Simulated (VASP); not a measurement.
Set up this calculation in VASP 6.6.1, as the native input.

| Quantity | Value |
| --- | --- |
| Task | electric field gradients |
| Functional | PBEsol |
| Potentials or basis | VASP PAW PBE potentials, release 64 (K_sv, F) |
| Cutoff | 520 eV |
| k mesh | 9 × 9 × 9 |
| Occupations | fermi-dirac, width 0.02 eV |
| Spin | no spin polarisation |
| Dipole correction | no |
| Further INCAR settings | ALGO = Normal; EDIFF = 1e-08; NBANDS = 15 |

The structure of KF lies in POSCAR:

```
KF
1.0
    3.2753730134      0.0000000000      0.0000000000
    0.0000000000      3.2753730134      0.0000000000
    0.0000000000      0.0000000000      3.2263654500
K F
1 1
Direct
    0.0000000000      0.0000000000      0.0000000000
    0.5000000000      0.5000000000      0.5000000000
```

The input as run:

INCAR

```
PREC = Accurate
ENCUT = 520
EDIFF = 1E-8
ISMEAR = -1
SIGMA = 0.02
LREAL = F
LASPH = T
NELM = 100
ALGO = Normal
ISIF = 2
LWAVE = F
LCHARG = F
GGA = PS
LEFG = T
NBANDS = 15
```

KPOINTS

```
Automatic mesh
0
Gamma
  9 9 9
```

Potentials or basis: VASP PAW PBE potentials, release 64 (K_sv, F).

Run with:

```console
$ cat potpaw_PBE.64/K_sv/POTCAR potpaw_PBE.64/F/POTCAR > POTCAR
$ mpirun -np 1 vasp_std > vasp.out
```

Results of the run:

The pressure is -2.5 GPa. The band gap on the k mesh is 6.07 eV, indirect (least direct gap 6.11 eV).

Caveat: without QUAD_EFG the Cq values of the log hold for a quadrupole moment of 1 mb, not for the nuclei; the PAW data sets were made with another functional, which shifts forces and pressure a little.

It took 22 s on 1 thread of AMD EPYC 7R43 64-Core Processor (Zen 3), on a shared host, peak memory 0.13 GiB.
